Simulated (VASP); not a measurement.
SnSe, 2 atoms in the cell. The structure is tetragonal, space group I4/mmm (No. 139). The conventional cell has a = 4.006 Å, b = 4.006 Å, c = 6.798 Å, α = 90.00°, β = 90.00°, γ = 90.00°. Within 3.7 Å of Sn (site symmetry 4/mmm) lie 6 Se at 2.83 to 3.40 Å. Within 3.7 Å of Se (site symmetry 4/mmm) lie 6 Sn at 2.83 to 3.40 Å.  This cell differs from its parent crystal: ratio of the length along z to the lengths across it x 1.2, volume and fractional coordinates fixed.

- Program: VASP 6.6.1
- Task: single point
- Functional: PBE
- Dispersion: D3(BJ)
- Potentials or basis: VASP PAW PBE potentials, release 64 (Sn_d, Se)
- Cutoff: 520 eV
- k mesh: 12 × 12 × 12
- Occupations: gaussian, width 0.05 eV
- Spin: no spin polarisation
- Dipole correction: no
- Further INCAR settings: ALGO = Normal; EDIFF = 1e-06; NBANDS = 17

Potentials or basis: VASP PAW PBE potentials, release 64 (Sn_d, Se).

Run with:

```console
$ cat potpaw_PBE.64/Sn_d/POTCAR potpaw_PBE.64/Se/POTCAR > POTCAR
$ mpirun -np 1 vasp_std > vasp.out
```

Hardware: 1 thread of Intel Xeon 8259CL (shared host).

Problem. Estimate the wall time of this run.

Solution. Run time: 3.3 min on 1 thread of Intel Xeon 8259CL, on a shared host, peak memory 0.31 GiB. Counts: scf iterations 12, k points 163.
